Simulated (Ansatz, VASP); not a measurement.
## Two plane-wave programs on TiAl3

Contents of INCAR:

```
  ALGO = Normal
  EDIFF = 1E-7
  EDIFFG = -0.005
  ENCUT = 500
  GGA = RE
  GGA_COMPAT = F
  IBRION = 2
  ISIF = 3
  ISMEAR = 1
  IVDW = 12
  LASPH = T
  LCHARG = F
  LREAL = F
  LWAVE = F
  NELM = 120
  NELMIN = 4
  NSW = 80
  PREC = Accurate
  SIGMA = 0.1
```

KPOINTS

```
k-points
0
Gamma
  9 9 9
```

Contents of POSCAR:

```
TiAl3
1.0
   -1.9111070000      1.9111070000      4.2806690000
    1.9111070000     -1.9111070000      4.2806690000
    1.9111070000      1.9111070000     -4.2806690000
Ti Al
1 3
Direct
    0.0000000000      0.0000000000      0.0000000000
    0.5000000000      0.5000000000      0.0000000000
    0.7500000000      0.2500000000      0.5000000000
    0.2500000000      0.7500000000      0.5000000000
```

Input for Ansatz:

```yaml
crystal:
  lattice:
    a: 3.822214
    b: 3.822214
    c: 8.561338
    alpha: 90.0
    beta: 90.0
    gamma: 90.0
  space_group: 139
  setting:
    hermann_mauguin: I4/mmm
  atoms:
    - { symbol: Ti, position: [0.0, 0.0, 0.0] }
    - { symbol: Al, position: [0.5, 0.5, 0.0] }
    - { symbol: Al, position: [0.0, 0.5, 0.25] }
  reduce_to_primitive: true
kpoints:
  mp_grid:
    grid: [9, 9, 9]
hamiltonian:
  xc: revpbe
  dispersion: d3bj
scf:
  occupations:
    method: cold
    width: 0.1
relax:
  f_tol: 0.005
  cell: {}
```

Alike in both runs: task relaxation of cell and atoms; functional revPBE; dispersion D3(BJ); k mesh 9 × 9 × 9; no spin polarisation.

```csv
,VASP,Ansatz
version,VASP 6.6.1,Ansatz 0.2.0
potentials or method,"VASP PAW PBE potentials, release 64 (Ti_sv, Al)","plane waves, PAW"
plane-wave cutoff (eV),500,420
occupations,"methfessel-paxton of order 1, width 0.1 eV","cold, width 0.1 eV"
valence electrons in the cell,21,21
```

|  | VASP | Ansatz | Ansatz less VASP |
| --- | --- | --- | --- |
| relaxed volume (Å³/atom) | 14.95 | 14.97 | +0.027 |
| relaxed cell length with the largest relative difference (Å) | 4.984 | 4.988 | +0.0045 |

VASP's potentials were made for PBE, not for revPBE.
